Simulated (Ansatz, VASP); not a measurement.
## Two plane-wave programs on Ge

File INCAR:

```
SYSTEM = Ge
PREC = Accurate
ENCUT = 520
EDIFF = 1E-6
ISMEAR = 0
SIGMA = 0.15
LREAL = .FALSE.
LASPH = .TRUE.
NELM = 80
ALGO = Normal
ISIF = 2
LWAVE = .FALSE.
LCHARG = .FALSE.
GGA = PE
NBANDS = 21
```

File KPOINTS:

```
Automatic mesh
0
G
  14 14 14
  0 0 0
```

File POSCAR:

```
Ge
1.0
    0.0000000000      2.8167944053      2.6508852148
    2.8167944053      0.0000000000      2.6508852148
    2.8167944053      2.8167944053      0.0000000000
Ge
2
Direct
    0.5000000000      0.5000000000      0.5000000000
    0.7500000000      0.7500000000      0.7500000000
```

Input for Ansatz:

```yaml
crystal:
  lattice:
    - [0.0, 2.8167944053, 2.6508852148]
    - [2.8167944053, 0.0, 2.6508852148]
    - [2.8167944053, 2.8167944053, 0.0]
  atoms:
    - { symbol: Ge, position: [0.5, 0.5, 0.5] }
    - { symbol: Ge, position: [0.75, 0.75, 0.75] }
basis:
  ecutwfc: 420
kpoints:
  mp_grid: { grid: [14, 14, 14] }
hamiltonian:
  xc: pbe
scf:
  occupations: { method: gaussian, width: 0.15 }
output:
  forces: true
  stress: true
  eigenvalues: true
```

Alike in both runs: task single point; functional PBE; k mesh 14 × 14 × 14; occupations gaussian, width 0.15 eV; no spin polarisation.

|  | VASP | Ansatz |
| --- | --- | --- |
| version | VASP 6.6.1 | Ansatz 0.2.0 |
| potentials or method | VASP PAW PBE potentials, release 64 (Ge_d), cutoff 520 eV | scalar-relativistic, plane waves, PAW |
| valence electrons in the cell | 28 | 28 |

|  | VASP | Ansatz | Ansatz less VASP |
| --- | --- | --- | --- |
| gap on the k mesh at the Fermi level (eV) | none | none | - |
| pressure (GPa) | 10.1 | 10.2 | +0.07 |
| traceless stress, the component that is largest in VASP (GPa) | 2.53 | 2.52 | -0.014 |

A gap of «none» marks a metal or a gap that the smearing closes.
